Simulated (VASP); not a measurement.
Set up this calculation in VASP 6.6.1, as the native input.

```
Task                   : single point
Functional             : LDA
Potentials or basis    : VASP PAW LDA potentials, release 64 (K_sv, F)
Cutoff                 : 520 eV
k mesh                 : 8 × 8 × 8
Occupations            : gaussian, width 0.01 eV
Spin                   : no spin polarisation
Dipole correction      : no
Further INCAR settings : ALGO = Normal; EDIFF = 1e-06; NBANDS = 15
```

The structure of KF lies in POSCAR:

```
KF
1.0
    3.0832301891      0.0000000000      0.0000000000
    0.0000000000      3.0832301891      0.0000000000
    0.0000000000      0.0000000000      3.0832301891
K F
1 1
Direct
    0.0000000000      0.0000000000      0.0000000000
    0.5000000000      0.5000000000      0.5000000000
```

The input as run:

INCAR

```
SYSTEM = KF
  PREC = Accurate
  ENCUT = 520
  EDIFF = 1E-6
  ISMEAR = 0
  SIGMA = 0.01
  LREAL = .FALSE.
  LASPH = .TRUE.
  NELM = 60
  ALGO = Normal
  ISIF = 2
  LWAVE = .FALSE.
  LCHARG = .FALSE.
  NBANDS = 15
```

KPOINTS

```
regular mesh
0
G
  8 8 8
  0 0 0
```

Potentials or basis: VASP PAW LDA potentials, release 64 (K_sv, F).

Launch:

```sh
$ cat potpaw_LDA.64/K_sv/POTCAR potpaw_LDA.64/F/POTCAR > POTCAR
$ mpirun -np 1 vasp_std > vasp.out
```

Results of the run:

The pressure is 0.4 GPa and the band gap on the k mesh is 7.20 eV, indirect (the least direct gap lies 2.6 meV higher).

Wall time 18 s on 1 thread of AMD EPYC 7R43 64-Core Processor (Zen 3), with other jobs on the host, peak memory 0.1 GiB.
